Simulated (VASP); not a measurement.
## ZrS: single point with PBEsol

ZrS:

```
Zr S
1.0
     0.00000    2.52000    2.73000
     2.52000    0.00000    2.73000
     2.52000    2.52000    0.00000
Zr S
1 1
Direct
  0.00000 0.00000 0.00000
  0.50000 0.50000 0.50000
```

This cell differs from its parent crystal: strain -0.040 along x and y, +0.040 along z.

```json
{"Program": "VASP 6.6.1", "Task": "single point", "Functional": "PBEsol", "Potentials or basis": "VASP PAW PBE potentials, release 64 (Zr_sv, S)", "Cutoff": "520 eV", "k mesh": "16 × 16 × 16", "Occupations": "gaussian, width 0.15 eV", "Spin": "no spin polarisation"}
```

The pressure is 1.8 GPa. The band gap on the k mesh is zero (bands 9 and 10 overlap by 2.76 eV).

Stress tensor (GPa, compression positive):
```
  8.57   0.00   0.00
  0.00   8.57   0.00
  0.00   0.00 -11.73
```

Levels at points of the mesh, in eV from the Fermi level:
| k point | band 6 | band 7 | band 8 | band 9 | band 10 | band 11 | band 12 | band 13 |
| --- | --- | --- | --- | --- | --- | --- | --- | --- |
| (0.00, 0.00, 0.00) | -3.62 | -3.40 | -3.40 | -1.99 | -1.11 | -1.11 | -1.10 | -0.56 |
| (0.50, 0.00, 0.00) | -8.22 | -6.16 | -6.11 | 1.51 | 1.77 | 1.90 | 2.06 | 5.19 |
| (0.50, 0.50, 0.00) | -6.59 | -4.18 | -4.18 | -3.69 | 0.33 | 2.55 | 2.55 | 3.08 |
| (0.50, 0.00, 0.50) | -6.09 | -4.56 | -4.52 | -3.58 | 0.62 | 2.13 | 2.84 | 3.07 |

Run time: 73 s on 1 thread of AMD EPYC 9R45 (Zen 5) (shared host), peak memory 0.28 GiB.

Caveat: the cell differs from its parent crystal (strain -0.040 along x and y, +0.040 along z); the PAW data sets were made with another functional, which shifts forces and pressure a little.
